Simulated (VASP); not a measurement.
# MgO (Fm-3m) in VASP: single point with HSE06

Aim: the single point of MgO with HSE06.

All numbers are computed with VASP 6.6.1; they aren't measurements. Logs are shortened: lines on timing, memory, paths and dates and some standing lists are left out, and cuts for length are marked.

### 1 The cell of the first run

Symmetry: Fm-3m, No. 225, cubic system. Conventional cell: a = 4.448 Å, b = 4.448 Å, c = 4.448 Å, α = 90.00°, β = 90.00°, γ = 90.00°. Within 2.9 Å of Mg (site symmetry m-3m) lie 6 O at 2.22 Å. O (site symmetry m-3m) has 6 Mg at 2.22 Å within 2.9 Å.

### 2 Single point, HSE06 (strain +5.8%)

Contents of POSCAR:

```
MgO
1.0
    0.0000000000      2.2240931270      2.2240931270
    2.2240931270      0.0000000000      2.2240931270
    2.2240931270      2.2240931270      0.0000000000
Mg O
1 1
Direct
    0.0000000000      0.0000000000      0.0000000000
    0.5000000000      0.5000000000      0.5000000000
```

Contents of INCAR.step1:

```
SYSTEM = MgO
ALGO     = Normal         ! electronic algorithm
EDIFF    = 1E-5           ! SCF threshold, eV
ENCUT    = 520            ! plane-wave cutoff, eV
GGA      = PE             ! functional
ISIF     = 2              ! what is computed and relaxed
ISMEAR   = 0              ! smearing method
LASPH    = .True.         ! aspherical terms in the spheres
LREAL    = .False.        ! projectors in reciprocal space
LWAVE    = .True.         ! write WAVECAR
NBANDS   = 11             ! bands
NELM     = 80             ! most SCF steps
PREC     = Accurate       ! precision mode
SIGMA    = 0.01           ! smearing width, eV
```

Contents of INCAR.step2:

```
SYSTEM = MgO
ALGO     = Normal         ! electronic algorithm
EDIFF    = 1E-6           ! SCF threshold, eV
ENCUT    = 520            ! plane-wave cutoff, eV
GGA      = PE             ! functional
HFSCREEN = 0.2079         ! screening, 1/A
ISIF     = 2              ! what is computed and relaxed
ISMEAR   = 0              ! smearing method
ISTART   = 1            
LASPH    = .True.         ! aspherical terms in the spheres
LCHARG   = .True.         ! write CHGCAR
LELF     = .True.         ! ELF
LHFCALC  = .True.         ! exact exchange
LREAL    = .False.        ! projectors in reciprocal space
LVHAR    = .True.       
LWAVE    = .False.        ! write WAVECAR
NBANDS   = 11             ! bands
NELM     = 80             ! most SCF steps
PREC     = Accurate       ! precision mode
PRECFOCK = Normal       
SIGMA    = 0.01           ! smearing width, eV
```

Contents of KPOINTS:

```
k-points
0
Gamma
  8 8 8
  0 0 0
```

Potentials or basis: VASP PAW PBE potentials, release 64 (Mg, O).

Command:

```bash
> cat potpaw_PBE.64/Mg/POTCAR potpaw_PBE.64/O/POTCAR > POTCAR
> cp INCAR.step1 INCAR
> mpirun -np 1 vasp_std > vasp.out
> cp INCAR.step2 INCAR
> mpirun -np 1 vasp_std > vasp.out
```

OUTCAR:

```text
SYSTEM = MgO
   EDIFF = 1E-6
   ENCUT = 520
   GGA = PE
   HFSCREEN = 0.2079
   ISIF = 2
   ISMEAR = 0
   ISTART = 1
   LASPH = .True.
   LHFCALC = .True.
   LREAL = .False.
   NELM = 80
   PREC = Accurate
   PRECFOCK = Normal

 ion  position               nearest neighbor table
   1  0.000  0.000  0.000-   2 2.22   2 2.22   2 2.22   2 2.22   2 2.22   2 2.22
   2  0.500  0.500  0.500-   1 2.22   1 2.22   1 2.22   1 2.22   1 2.22   1 2.22

  LATTYP: Found a face centered cubic cell.
 ALAT       =     4.4481862540

  Lattice vectors:

 A1 = (   0.0000000000,   2.2240931270,   2.2240931270)
 A2 = (   2.2240931270,   0.0000000000,   2.2240931270)
 A3 = (   2.2240931270,   2.2240931270,   0.0000000000)

Analysis of symmetry for initial positions (statically):
=====================================================================
 Subroutine PRICEL returns:
 Original cell was already a primitive cell.

 Routine SETGRP: Setting up the symmetry group for a
 face centered cubic supercell.

 Subroutine GETGRP returns: Found 48 space group operations
 (whereof 48 operations were pure point group operations)
 out of a pool of 48 trial point group operations.

The static configuration has the point symmetry O_h .

Analysis of symmetry for dynamics (positions and initial velocities):
=====================================================================
 Subroutine PRICEL returns:
 Original cell was already a primitive cell.

 Routine SETGRP: Setting up the symmetry group for a
 face centered cubic supercell.

 Subroutine GETGRP returns: Found 48 space group operations
 (whereof 48 operations were pure point group operations)
 out of a pool of 48 trial point group operations.

The dynamic configuration has the point symmetry O_h .

 Subroutine INISYM returns: Found 48 space group operations
 (whereof 48 operations are pure point group operations),
 and found     1 'primitive' translations

----------------------------------------------------------------------------------------

                                     Primitive cell

  volume of cell :      22.0034

  direct lattice vectors                    reciprocal lattice vectors
     0.000000000  2.224093127  2.224093127    -0.224810730  0.224810730  0.224810730
     2.224093127  0.000000000  2.224093127     0.224810730 -0.224810730  0.224810730
     2.224093127  2.224093127  0.000000000     0.224810730  0.224810730 -0.224810730

  length of vectors
     3.145342664  3.145342664  3.145342664     0.389383607  0.389383607  0.389383607

  position of ions in fractional coordinates (direct lattice)
     0.000000000  0.000000000  0.000000000
     0.500000000  0.500000000  0.500000000

  ion indices of the primitive-cell ions
   primitive index   ion index
                 1           1
                 2           2

----------------------------------------------------------------------------------------

 KPOINTS: k-points

Automatic generation of k-mesh.
 Grid dimensions read from file:
 generate k-points for:    8    8    8

 Generating k-lattice:

  Cartesian coordinates                     Fractional coordinates (reciprocal lattice)
    -0.028101341  0.028101341  0.028101341     0.125000000  0.000000000  0.000000000
     0.028101341 -0.028101341  0.028101341     0.000000000  0.125000000  0.000000000
     0.028101341  0.028101341 -0.028101341     0.000000000  0.000000000  0.125000000

  Length of vectors
     0.048672951  0.048672951  0.048672951

  Shift w.r.t. Gamma in fractional coordinates (k-lattice)
     0.000000000  0.000000000  0.000000000

 Subroutine IBZKPT returns following result:
 ===========================================

 Found     29 irreducible k-points:

 Following reciprocal coordinates:
            Coordinates               Weight
  0.000000  0.000000  0.000000      1.000000
  0.125000  0.000000  0.000000      8.000000
  0.250000  0.000000  0.000000      8.000000
  0.375000  0.000000  0.000000      8.000000
  0.500000  0.000000  0.000000      4.000000
  0.125000  0.125000  0.000000      6.000000
[... 16 lines left out ...]
  0.500000  0.250000  0.125000     48.000000
 -0.375000  0.250000  0.125000     24.000000
 [... further k-points ...]
   k-points           NKPTS =     29   k-points in BZ     NKDIM =    512   number of bands    NBANDS=     11
   number of dos      NEDOS =    301   number of ions     NIONS =      2
   total plane-waves  NPLWV =  13824
   dimension x,y,z NGX =    24 NGY =   24 NGZ =   24
   dimension x,y,z NGXF=    48 NGYF=   48 NGZF=   48
   ions per type =               1   1
   NGX,Y,Z   is equivalent  to a cutoff of  12.69, 12.69, 12.69 a.u.
   NGXF,Y,Z  is equivalent  to a cutoff of  25.37, 25.37, 25.37 a.u.
 SYSTEM =  MgO
   PREC   = accura    normal or accurate (medium, high low for compatibility)
   ISTART =      1    job   : 0-new  1-cont  2-samecut
   ICHARG =      0    charge: 1-file 2-atom 10-const
   ISPIN  =      1    spin polarized calculation?
   LNONCOLLINEAR =      F non collinear calculations
   LSORBIT =      F    spin-orbit coupling
   LASPH  =      T    aspherical Exc in radial PAW
   ENCUT  =  520.0 eV  38.22 Ry    6.18 a.u.   5.85  5.85  5.85*2*pi/ulx,y,z
   NELM   =     80;   NELMIN=  2; NELMDL=  0     # of ELM steps
   EDIFF  = 0.1E-05   stopping-criterion for ELM
   LREAL  =      F    real-space projection
   EDIFFG = 0.1E-04   stopping-criterion for IOM
   NSW    =      0    number of steps for IOM
   IBRION =     -1    ionic relax: 0-MD 1-quasi-New 2-CG
   NFREE  =      0    steps in history (QN), initial steepest desc. (CG)
   ISIF   =      2    stress and relaxation
   ISYM   =      3    0-nonsym 1-usesym 2-fastsym
   POTIM  = 0.5000    time-step for ionic-motion
   TEBEG  =    0.0;   TEEND  =   0.0 temperature during run
   PSTRESS=    0.0 pullay stress
   NELECT =       8.0000    total number of electrons
   NUPDOWN=      -1.0000    fix difference up-down
   EMIN   =  10.00;   EMAX   =-10.00  energy-range for DOS
   EFERMI =   0.00;   METHOD = LEGACY
   ISMEAR =     0;   SIGMA  =   0.01  broadening in eV -4-tet -1-fermi 0-gaus
   EFERMI_NEDOS =   21; number of points for ismear=-14 and -15
   IALGO  =     38    algorithm
   IMIX   =      1    mixing-type and parameters
     AMIX     =   0.40;   BMIX     =  1.00
     AMIX_MAG =   1.60;   BMIX_MAG =  1.00
  volume/ion in A,a.u.               =      11.00        74.24
  Fermi-wavevector in a.u.,A,eV,Ry     =   1.168446  2.208042 18.575562  1.365265
  Thomas-Fermi vector in A             =   2.304932
   LORBIT       =      0    0 simple, 1 ext, 2 COOP (PROOUT), +10 PAW based schemes
   GGA     = PE    functional components
   LHFCALC =     T    Hartree Fock is set to
   PRECFOCK=normal    Normal, Fast or Accurate (Low or Medium for compatibility)
   ENCUT4O =  -1.0   cutoff for four orbital integrals eV
   NKREDX  =     1    reduce k-point grid by
   NKREDY  =     1    reduce k-point grid by
   NKREDZ  =     1    reduce k-point grid by
   AEXX    =    0.2500 exact exchange contribution
   HFSCREEN=    0.2079 screening length (either q_TF or 0.3 A-1)
   HFSCREENC=   0.2079 screening length for correlation (either q_TF or 0.3 A-1)
   ENCUTFOCK=  -1.0 apply spherical cutoff to Coloumb kernel
   IVDW    =     0    specifies the selected vdW correction
   LEPSILON=     F    determine dielectric tensor
   LRPA    =     F    only Hartree local field effects (RPA)
 non-spin polarized calculation
 Gauss-broadening in eV      SIGMA  =   0.01
  energy-cutoff  :      520.00
  volume of cell :       22.00
 maximum number of plane-waves:       609
  NGX = 18; NGY = 18; NGZ = 18

 number of electron       7.9999999 magnetization

 Free energy of the ion-electron system (eV)
  ---------------------------------------------------
  ext. energy  EPLUGINS =         0.00000000
  ---------------------------------------------------
  free energy    TOTEN  =       -13.95363811 eV

  energy without entropy =      -13.95363811  energy(sigma->0) =      -13.95363811

 E-fermi :   1.0738     XC(G=0):  -8.5095

 val. band max:        0.8890480171   @ k =   0.0000   0.0000   0.0000
 cond. band min:       5.7413346849   @ k =   0.0000   0.0000   0.0000
 fundamental gap:      4.8522866678
 Fermi energy:         1.0737541658

 k-point     1 :       0.0000    0.0000    0.0000
  band No.  band energies     occupation
      1     -17.1687      2.00000
      2       0.8890      2.00000
      3       0.8890      2.00000
      4       0.8890      2.00000
      5       5.7413      0.00000
      6      17.5937      0.00000
      7      17.5937      0.00000
      8      17.5937      0.00000
      9      21.0910      0.00000
     10      22.8592      0.00000
     11      22.8592      0.00000

 k-point     2 :       0.1250    0.0000    0.0000
  band No.  band energies     occupation
      1     -17.0415      2.00000
      2      -0.0148      2.00000
      3       0.8038      2.00000
      4       0.8038      2.00000
      5       6.6752      0.00000
      6      15.9390      0.00000
      7      17.8752      0.00000
      8      17.8752      0.00000
      9      21.6004      0.00000
     10      21.6004      0.00000
     11      22.7619      0.00000

 k-point     3 :       0.2500    0.0000    0.0000
  band No.  band energies     occupation
      1     -16.7174      2.00000
      2      -1.5965      2.00000
      3       0.6061      2.00000
      4       0.6061      2.00000
      5       8.2454      0.00000
      6      14.2868      0.00000
      7      18.0768      0.00000
      8      18.0768      0.00000
      9      21.2856      0.00000
     10      21.2856      0.00000
     11      22.3646      0.00000
[... 267 lines left out ...]
 k-point    23 :       0.5000    0.2500    0.1250
  band No.  band energies     occupation
      1     -16.2067      2.00000
      2      -2.5114      2.00000
      3      -0.6438      2.00000
      4       0.1349      2.00000
      5      10.8253      0.00000
      6      13.3003      0.00000
      7      14.9841      0.00000
      8      18.1327      0.00000
      9      20.8558      0.00000
     10      23.3395      0.00000
     11      26.4192      0.00000

 k-point    24 :      -0.3750    0.2500    0.1250
  band No.  band energies     occupation
      1     -16.0854      2.00000
      2      -2.7560      2.00000
      3      -0.8271      2.00000
      4       0.0249      2.00000
      5      11.2028      0.00000
      6      13.4861      0.00000
      7      14.6710      0.00000
      8      17.8741      0.00000
      9      21.5693      0.00000
     10      22.9645      0.00000
     11      26.6221      0.00000

 [... further k-points ...]

------------------------ aborting loop because EDIFF is reached ----------------------------------------

  FORCE on cell =-STRESS in cart. coord.  units (eV):
  Direction    XX          YY          ZZ          XY          YZ          ZX
  --------------------------------------------------------------------------------------
  -------------------------------------------------------------------------------------
  Total       -2.8351957     -2.8351957     -2.8351957      0.0000000      0.0000000     -0.0000000
  in kB     -206.4451700   -206.4451700   -206.4451700      0.0000000      0.0000000     -0.0000000
  external PRESSURE =    -206.4451700 kB  Pullay stress =       0.0000000 kB

 VOLUME and BASIS-vectors are now :
 -----------------------------------------------------------------------------
  energy-cutoff  :      520.00
  volume of cell :       22.00
      direct lattice vectors                 reciprocal lattice vectors
     0.000000000  2.224093127  2.224093127    -0.224810730  0.224810730  0.224810730
     2.224093127  0.000000000  2.224093127     0.224810730 -0.224810730  0.224810730
     2.224093127  2.224093127  0.000000000     0.224810730  0.224810730 -0.224810730

 POSITION                                       TOTAL-FORCE (eV/Angst)
 -----------------------------------------------------------------------------------
      0.00000      0.00000      0.00000         0.000000      0.000000     -0.000000
      2.22409      2.22409      2.22409        -0.000000     -0.000000      0.000000
 -----------------------------------------------------------------------------------
    total drift:                                0.000098      0.000135      0.000136

  FREE ENERGIE OF THE ION-ELECTRON SYSTEM (eV)
  ---------------------------------------------------
  free  energy   TOTEN  =       -13.9536381106 eV

  energy  without entropy=      -13.9536381106  energy(sigma->0) =      -13.95363811
```

Run time: 13 min. Hardware: 1 thread of Intel Xeon 6975P-C (Granite Rapids), shared host; peak memory 0.26 GiB.

What came out:

- Free energy: -13.9536 eV
- Pressure: -20.6 GPa
- Band gap on the k mesh: 4.85 eV

Caveat: the cell differs from its parent crystal (strain +5.8%); the cell stands under tension; the PAW data sets were made with another functional, which shifts forces and pressure a little.
